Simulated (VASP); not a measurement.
Here is a VASP 6.6.1 calculation.

POSCAR

```
TiO2
1.0
    4.5964475549      0.0000000000      0.0000000000
    0.0000000000      4.5964475549      0.0000000000
    0.0000000000      0.0000000000      2.9540545310
Ti O
2 4
Direct
    0.5000000000      0.5000000000      0.0000000000
    0.0000000000      0.0000000000      0.5000000000
    0.6953609379      0.6953609379      0.5000000000
    0.8046390621      0.1953609379      0.0000000000
    0.1953609379      0.8046390621      0.0000000000
    0.3046390621      0.3046390621      0.5000000000
```

Contents of INCAR.step1:

```
SYSTEM = TiO2
  PREC = Accurate
  ENCUT = 520
  ISMEAR = 0
  SIGMA = 0.02
  LREAL = .False.
  LASPH = .True.
  NELM = 80
  NBANDS = 33
  GGA = PE
  ALGO = Normal
  EDIFF = 1E-4
  LWAVE = .True.
  LCHARG = .False.
```

File INCAR.step2:

```
SYSTEM = TiO2
  PREC = Accurate
  ENCUT = 520
  EDIFF = 1E-6
  ISMEAR = 0
  SIGMA = 0.02
  LREAL = .False.
  LASPH = .True.
  NELM = 80
  ALGO = Normal
  ISIF = 2
  LWAVE = .False.
  LCHARG = .False.
  METAGGA = R2SCAN
  LMIXTAU = .True.
  NBANDS = 33
  ISTART = 1
```

File KPOINTS:

```
Automatic mesh
0
Gamma
  6 6 10
  0 0 0
```

Potentials or basis: VASP PAW PBE potentials, release 64 (Ti_sv, O).

Command:

```bash
$ cat potpaw_PBE.64/Ti_sv/POTCAR potpaw_PBE.64/O/POTCAR > POTCAR
$ cp INCAR.step1 INCAR
$ mpirun -np 1 vasp_std > vasp.out
$ cp INCAR.step2 INCAR
$ mpirun -np 1 vasp_std > vasp.out
```

(1) What does it give for the band gap on the k mesh?

(2) Predict the largest force.

(3) What does it give for the pressure?

Results:

(1) 2.23 eV.

(2) 0.037 eV/Å.

(3) 1.3 GPa.

Caveat: the PAW data sets were made with another functional, which shifts forces and pressure a little.
